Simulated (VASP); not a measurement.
# Re (P6_3/mmc) in VASP: notebook, part 2 of 2

VASP 6.6.1. Earlier steps stand in the parts before.

## 5. Relaxation of cell and atoms, BLYP

INCAR

```
PREC     = Accurate       # precision mode
ENCUT    = 560            # plane-wave cutoff, eV
EDIFF    = 1E-7           # SCF threshold, eV
ISMEAR   = -1             # smearing method
SIGMA    = 0.05           # smearing width, eV
LREAL    = F              # projectors in reciprocal space
LASPH    = T              # aspherical terms in the spheres
NELM     = 120            # most SCF steps
ALGO     = Normal         # electronic algorithm
ISIF     = 3              # what is computed and relaxed
LWAVE    = F              # write WAVECAR
LCHARG   = F              # write CHGCAR
GGA      = B5             # functional
ALDAX    = 1.0          
AGGAX    = 1.0          
AGGAC    = 1.0          
ALDAC    = 0.0          
IBRION   = 2              # ionic algorithm
NSW      = 60             # ionic steps
EDIFFG   = -0.01          # ionic threshold
GGA_COMPAT= F            
NELMIN   = 4
```

KPOINTS

```
Automatic mesh
0
Gamma
  8 8 3
```

POSCAR

```
Re
1.0
    2.7663873939      0.0000000000      0.0000000000
   -1.3831936969      2.3957617598      0.0000000000
    0.0000000000      0.0000000000      8.9388451600
Re
4
Direct
    0.6666666667      0.3333333333      0.7500000000
    0.0000000000      0.0000000000      0.5000000000
    0.3333333333      0.6666666667      0.2500000000
    0.0000000000      0.0000000000      0.0000000000
```

Potentials or basis: VASP PAW PBE potentials, release 64 (Re_sv_GW).

On the command line:

```
cat potpaw_PBE.64/Re_sv_GW/POTCAR > POTCAR
mpirun -np 1 vasp_std > vasp.out
```

OUTCAR:

```text
PREC = Accurate
   ENCUT = 560
   EDIFF = 1E-7
   ISMEAR = -1
   LREAL = F
   LASPH = T
   NELM = 120
   ISIF = 3
   GGA = B5
   IBRION = 2
   NSW = 60
   EDIFFG = -0.01
   NELMIN = 4

 ion  position               nearest neighbor table
   1  0.667  0.333  0.750-   2 2.75   4 2.75   2 2.75   4 2.75   2 2.75   4 2.75
   2  0.000  0.000  0.500-   1 2.75   3 2.75   3 2.75   1 2.75   1 2.75   3 2.75
   3  0.333  0.667  0.250-   2 2.75   4 2.75   2 2.75   4 2.75   2 2.75   4 2.75
   4  0.000  0.000  0.000-   1 2.75   3 2.75   3 2.75   1 2.75   1 2.75   3 2.75

  LATTYP: Found a hexagonal cell.
 ALAT       =     2.7663873939
 C/A-ratio  =     3.2312340563

  Lattice vectors:

 A1 = (   2.7663873939,   0.0000000000,   0.0000000000)
 A2 = (  -1.3831936969,   2.3957617598,   0.0000000000)
 A3 = (   0.0000000000,   0.0000000000,   8.9388451600)

Analysis of symmetry for initial positions (statically):
=====================================================================
 Subroutine PRICEL returns:
 Original cell was already a primitive cell.

 Routine SETGRP: Setting up the symmetry group for a
 hexagonal supercell.

 Subroutine GETGRP returns: Found 24 space group operations
 (whereof 12 operations were pure point group operations)
 out of a pool of 24 trial point group operations.

The static configuration has the point symmetry D_3d.
 The point group associated with its full space group is D_6h.

Analysis of symmetry for dynamics (positions and initial velocities):
=====================================================================
 Subroutine PRICEL returns:
 Original cell was already a primitive cell.

 Routine SETGRP: Setting up the symmetry group for a
 hexagonal supercell.

 Subroutine GETGRP returns: Found 24 space group operations
 (whereof 12 operations were pure point group operations)
 out of a pool of 24 trial point group operations.

The dynamic configuration has the point symmetry D_3d.
 The point group associated with its full space group is D_6h.
[... 105 lines left out ...]
   ISYM   =      2    0-nonsym 1-usesym 2-fastsym
   POTIM  = 0.5000    time-step for ionic-motion
   TEBEG  =    0.0;   TEEND  =   0.0 temperature during run
   PSTRESS=    0.0 pullay stress
   NELECT =      60.0000    total number of electrons
   NUPDOWN=      -1.0000    fix difference up-down
   EMIN   =  10.00;   EMAX   =-10.00  energy-range for DOS
   EFERMI =   0.00;   METHOD = LEGACY
   ISMEAR =    -1;   SIGMA  =   0.05  broadening in eV -4-tet -1-fermi 0-gaus
   EFERMI_NEDOS =   21; number of points for ismear=-14 and -15
   IALGO  =     38    algorithm
   IMIX   =      4    mixing-type and parameters
     AMIX     =   0.40;   BMIX     =  1.00
     AMIX_MAG =   1.60;   BMIX_MAG =  1.00
  volume/ion in A,a.u.               =      14.81        99.95
  Fermi-wavevector in a.u.,A,eV,Ry     =   1.644041  3.106786 36.774777  2.702870
  Thomas-Fermi vector in A             =   2.734073
   LORBIT       =      0    0 simple, 1 ext, 2 COOP (PROOUT), +10 PAW based schemes
   GGA     = B5    functional components
   LHFCALC =     F    Hartree Fock is set to
   AEXX    =    0.0000 exact exchange contribution
   IVDW    =     0    specifies the selected vdW correction
   LEPSILON=     F    determine dielectric tensor
   LRPA    =     F    only Hartree local field effects (RPA)
 conjugate gradient relaxation of ions
 non-spin polarized calculation
  energy-cutoff  :      560.00
  volume of cell :       59.24
 maximum number of plane-waves:      1804
 NGX is ok and might be reduce to    24
   NGX = 11   NGY = 11   NGZ = 35

--------------------------------------- Ionic step        1  -------------------------------------------

 number of electron      59.9999999 magnetization

 Free energy of the ion-electron system (eV)
  ---------------------------------------------------
  ext. energy  EPLUGINS =         0.00000000
  ---------------------------------------------------
  free energy    TOTEN  =       -49.52566422 eV

  energy without entropy =      -49.49762098  energy(sigma->0) =      -49.51164260

------------------------ aborting loop because EDIFF is reached ----------------------------------------

  FORCE on cell =-STRESS in cart. coord.  units (eV):
  Direction    XX          YY          ZZ          XY          YZ          ZX
  --------------------------------------------------------------------------------------
  -------------------------------------------------------------------------------------
  Total        6.7368525      6.7368525      5.7095534      0.0000000      0.0000000      0.0000000
  in kB      182.1921158    182.1921158    154.4097351      0.0000000      0.0000000      0.0000000
  external PRESSURE =     172.9313222 kB  Pullay stress =       0.0000000 kB
[... 291 lines left out ...]
--------------------------------------- Ionic step        9  -------------------------------------------

 number of electron      59.9999990 magnetization

 Free energy of the ion-electron system (eV)
  ---------------------------------------------------
  ext. energy  EPLUGINS =         0.00000000
  ---------------------------------------------------
  free energy    TOTEN  =       -49.67409040 eV

  energy without entropy =      -49.64384404  energy(sigma->0) =      -49.65896722

 E-fermi :  12.8586     XC(G=0): -13.2352

 val. band max:       12.8241839811   @ k =   0.1250   0.1250   0.3333
 cond. band min:      12.8764423208   @ k =   0.3750   0.0000   0.3333
 fundamental gap:      0.0522583397
 Fermi energy:        12.8586157128

 k-point     1 :       0.0000    0.0000    0.0000
  band No.  band energies     occupation
      1     -66.7616      2.00000
      2     -66.7204      2.00000
      3     -66.7004      2.00000
      4     -66.6588      2.00000
      5     -29.3583      2.00000
      6     -28.8803      2.00000
[... 800 lines left out ...]
  FREE ENERGIE OF THE ION-ELECTRON SYSTEM (eV)
  ---------------------------------------------------
  free  energy   TOTEN  =       -49.6740903969 eV

  energy  without entropy=      -49.6438440437  energy(sigma->0) =      -49.65896722

 reached required accuracy - stopping structural energy minimisation
```

Run time: 12 min. Hardware: 1 thread of AMD EPYC 9R45 (Zen 5), shared host; peak memory 0.2 GiB.

Results:

```
Free energy                           : -49.6741 eV
Relaxed volume                        : 15.52 Å³/atom
Relaxed cell                          : a = 2.815 Å, b = 2.815 Å, c = 9.049 Å, α = 90.00°, β = 90.00°, γ = 120.00°
Space group after relaxing (to 0.1 Å) : P6_3/mmc (No. 194)
Energy gained by relaxing             : 37.1 meV/atom
Ionic steps                           : 9
Pressure after relaxing               : 0.0 GPa
Band gap on the k mesh                : zero (bands 30 and 31 overlap by 2.60 eV)
```

Step by step:
```
step  energy change (eV)  largest force (eV/Å)  pressure (GPa)  volume (Å³)
   1              0.0000                0.0000           17.29        59.24
   2              1.5604                0.0000          -38.63        74.03
   3             -0.1472                0.0000           -1.27        62.32
   4             -0.1481                0.0000           -0.13        62.11
   5             -0.1481                0.0000            0.08        62.05
   6             -0.1482                0.0000            0.26        62.03
   7             -0.1484                0.0000            0.23        62.04
   8             -0.1482                0.0000           -0.60        62.19
   9             -0.1484                0.0000            0.00        62.08
```

Final structure:
```cif
data_structure
_symmetry_space_group_name_H-M 'P 1'
_symmetry_Int_Tables_number 1
_cell_length_a 2.8146
_cell_length_b 2.8146
_cell_length_c 9.0494
_cell_angle_alpha 90.000
_cell_angle_beta 90.000
_cell_angle_gamma 120.000
_cell_volume 62.08
loop_
_atom_site_label
_atom_site_type_symbol
_atom_site_fract_x
_atom_site_fract_y
_atom_site_fract_z
_atom_site_occupancy
Re1 Re 0.66667 0.33333 0.75000 1
Re2 Re 0.00000 0.00000 0.50000 1
Re3 Re 0.33333 0.66667 0.25000 1
Re4 Re 0.00000 0.00000 0.00000 1
```

Levels at points of the mesh, in eV from the Fermi level:
| k point | band 27 | band 28 | band 29 | band 30 | band 31 | band 32 | band 33 | band 34 |
| --- | --- | --- | --- | --- | --- | --- | --- | --- |
| (0.00, 0.00, 0.00) | -1.54 | -1.20 | -1.20 | -1.13 | -1.13 | 0.47 | 0.47 | 0.77 |
| (0.50, 0.00, 0.00) | -0.77 | 0.20 | 0.22 | 1.28 | 2.16 | 3.46 | 3.49 | 3.66 |

Caveat: the PAW data sets were made with another functional, which shifts forces and pressure a little; spin-orbit coupling is left out, which moves the levels of the heavy elements.

## 6. Relaxation of cell and atoms, LDA

INCAR

```
ALGO     = Normal         # electronic algorithm
EDIFF    = 1E-7           # SCF threshold, eV
EDIFFG   = -0.01          # ionic threshold
ENCUT    = 560            # plane-wave cutoff, eV
GGA_COMPAT= False        
IBRION   = 2              # ionic algorithm
ISIF     = 3              # what is computed and relaxed
ISMEAR   = -1             # smearing method
LASPH    = True           # aspherical terms in the spheres
LCHARG   = False          # write CHGCAR
LREAL    = False          # projectors in reciprocal space
LWAVE    = False          # write WAVECAR
NELM     = 120            # most SCF steps
NELMIN   = 4            
NSW      = 60             # ionic steps
PREC     = Accurate       # precision mode
SIGMA    = 0.05           # smearing width, eV
```

KPOINTS

```
k-points
0
Gamma
  11 11 3
```

POSCAR is that of step 5.

Potentials or basis: VASP PAW LDA potentials, release 64 (Re_sv_GW).

On the command line:

```
cat potpaw_LDA.64/Re_sv_GW/POTCAR > POTCAR
mpirun -np 1 vasp_std > vasp.out
```

Run time: 4.7 min. Hardware: 1 thread of AMD EPYC 9R45 (Zen 5), shared host; peak memory 0.17 GiB.

The run converged. Its results:

```yaml
Free_energy: -61.5419 eV
Relaxed_volume: 14.33 Å³/atom
Relaxed_cell: a = 2.737 Å, b = 2.737 Å, c = 8.837 Å, α = 90.00°, β = 90.00°, γ = 120.00°
Space_group_after_relaxing_to_0.1_Å: P6_3/mmc (No. 194)
Energy_gained_by_relaxing: 19.5 meV/atom
Ionic_steps: 10
Pressure_after_relaxing: 0.0 GPa
Band_gap_on_the_k_mesh: zero (bands 30 and 31 overlap by 2.60 eV)
```

Step by step:
```csv
step,energy change (eV),largest force (eV/Å),pressure (GPa),volume (Å³)
1,0.0000,0.0000,-12.66,59.24
2,1.5620,0.0000,78.91,49.77
3,-0.0777,0.0000,-0.86,57.44
4,-0.0781,0.0000,-0.09,57.34
5,-0.0781,0.0000,0.13,57.30
6,-0.0780,0.0000,-0.49,57.39
7,-0.0781,0.0000,-0.05,57.33
8,-0.0781,0.0000,-0.08,57.33
9,-0.0781,0.0000,0.07,57.31
10,-0.0781,0.0000,-0.01,57.32
```

Final structure:
```
CELL_PARAMETERS angstrom
2.73693 0.00000 0.00000
-1.36847 2.37025 0.00000
0.00000 0.00000 8.83657
ATOMIC_POSITIONS crystal
Re 0.66667 0.33333 0.75000
Re 0.00000 0.00000 0.50000
Re 0.33333 0.66667 0.25000
Re 0.00000 0.00000 0.00000
```

Levels at points of the mesh, in eV from the Fermi level:
```
           k point  band 27  band 28  band 29  band 30  band 31  band 32  band 33  band 34
(0.00, 0.00, 0.00)    -1.72    -1.30    -1.30    -1.19    -1.19     0.63     0.63     0.72
```

Caveat: spin-orbit coupling is left out, which moves the levels of the heavy elements.

## 7. The runs side by side

| task | level | potentials or basis | cell | k mesh | gap on the mesh (eV) | pressure (GPa) | relaxed volume (Å³/atom) |
| --- | --- | --- | --- | --- | --- | --- | --- |
| single point | LDA | VASP PAW LDA potentials, release 64 (Re_sv_GW) | a = 2.766, b = 2.766, c = 8.939 Å, angles 90.0, 90.0, 120.0°, 4 atoms | 11 × 11 × 3 | none | -12.6 | - |
| single point | BLYP | VASP PAW PBE potentials, release 64 (Re_sv_GW) | a = 2.815, b = 2.815, c = 9.056 Å, angles 90.0, 90.0, 120.0°, 4 atoms | 8 × 8 × 3 | none | 0.0 | - |
| single point | BLYP+D4 | VASP PAW PBE potentials, release 64 (Re_sv_GW) | a = 2.774, b = 2.774, c = 8.956 Å, angles 90.0, 90.0, 120.0°, 4 atoms | 11 × 11 × 3 | none | 0.1 | - |
| relaxation of cell and atoms | BLYP | VASP PAW PBE potentials, release 64 (Re_sv_GW) | relaxed from a = 2.766, b = 2.766, c = 8.939 Å, angles 90.0, 90.0, 120.0°, 4 atoms | 8 × 8 × 3 | none | 0.0 | 15.52 |
| relaxation of cell and atoms | LDA | VASP PAW LDA potentials, release 64 (Re_sv_GW) | relaxed from a = 2.766, b = 2.766, c = 8.939 Å, angles 90.0, 90.0, 120.0°, 4 atoms | 11 × 11 × 3 | none | 0.0 | 14.33 |

Alike in all rows: no spin polarisation; cutoff (eV) 560; smearing fermi-dirac 0.05 eV.

Caveats: spin-orbit coupling is left out, which moves the levels of the heavy elements; the PAW data sets were made with another functional, which shifts forces and pressure a little (at least some runs); the cell stands under tension (at least some runs); the dispersion term is far too large for a dense solid, which distorts pressure and volume (at least some runs).

Absolute energies hang on the potentials; compare differences alone.

The gap in the log of VASP goes by the Fermi energy; the results here count the filled bands.